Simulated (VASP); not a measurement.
# Na: single point with HSE06

Crystal: Na.

```
Na
1.0
     0.00000    2.65336    2.65336
     2.65336    0.00000    2.65336
     2.65336    2.65336    0.00000
Na
1
Direct
  0.00000 0.00000 0.00000
```

| Property | Result |
| --- | --- |
| Program | VASP 6.6.1 |
| Task | single point |
| Functional | HSE06 |
| Potentials or basis | VASP PAW PBE potentials, release 64 (Na_pv) |
| Cutoff | 520 eV |
| k mesh | 8 × 8 × 8 |
| Occupations | gaussian, width 0.05 eV |
| Spin | no spin polarisation |
| Dipole correction | no |
| Grid for exact exchange (PRECFOCK) | Normal |
| Further INCAR settings | ALGO = Normal; EDIFF = 1e-06; NBANDS = 10 |
| Screening parameter | 0.2079 1/Å |

```json
{
  "Pressure": "0.0 GPa"
}
```

Levels at points of the mesh, in eV from the Fermi level:
```csv
k point,band 1,band 2,band 3,band 4,band 5,band 6,band 7,band 8,band 9
"(0.00, 0.00, 0.00)",-27.69,-27.69,-27.69,-3.61,11.86,11.86,11.86,12.89,13.47
"(0.50, 0.00, 0.00)",-27.72,-27.70,-27.70,0.84,1.34,10.87,10.87,11.89,11.99
"(0.50, 0.50, 0.00)",-27.72,-27.70,-27.70,2.20,2.79,6.93,7.83,7.83,9.86
```

Wall time 10 min on 1 thread of Intel(R) Xeon(R) 6975P-C (Granite Rapids), on a shared host, peak memory 0.28 GiB.

Caveat: the PAW data sets were made with another functional, which shifts forces and pressure a little.
